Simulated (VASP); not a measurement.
Crystal: I.

```
I
1.0
     0.00000    3.49500    3.49500
     3.49500    0.00000    3.49500
     3.49500    3.49500    0.00000
I
2
Direct
  0.00000 0.00000 0.00000
  0.25000 0.25000 0.25000
```

```yaml
Program: VASP 6.6.1
Task: relaxation of cell and atoms
Functional: PBE
Potentials_or_basis: VASP PAW PBE potentials, release 64 (I)
Cutoff: 600 eV
k_mesh: 11 × 11 × 11
Occupations: methfessel-paxton, width 0.02 eV
Spin: no spin polarisation
```

At the start: pressure 8.8 GPa; volume 42.69 Å³/atom.

Q: Where does the relaxation end?

A: Over 4 steps the energy falls by 346.8 meV/atom and the volume is 60.11 Å³/atom (+40.8 %); space group Fd-3m (No. 227, to 0.05 Å).

Step by step:
| step | energy change (eV) | largest force (eV/Å) | pressure (GPa) | volume (Å³) |
| --- | --- | --- | --- | --- |
| 1 | 0.0000 | 0.0000 | 8.83 | 85.38 |
| 2 | -0.6919 | 0.0000 | 0.23 | 117.87 |
| 3 | -0.6933 | 0.0000 | -0.09 | 121.16 |
| 4 | -0.6936 | 0.0000 | -0.03 | 120.22 |

Final structure:
```xyz
2
Lattice="0.0000 3.9173 3.9173 3.9173 0.0000 3.9173 3.9173 3.9173 0.0000" Properties=species:S:1:pos:R:3 pbc="T T T"
I     0.0000    0.0000    0.0000
I     1.9587    1.9587    1.9587
```

Caveat: the volume moved by over 15 % at a fixed basis, so the end points are rough.
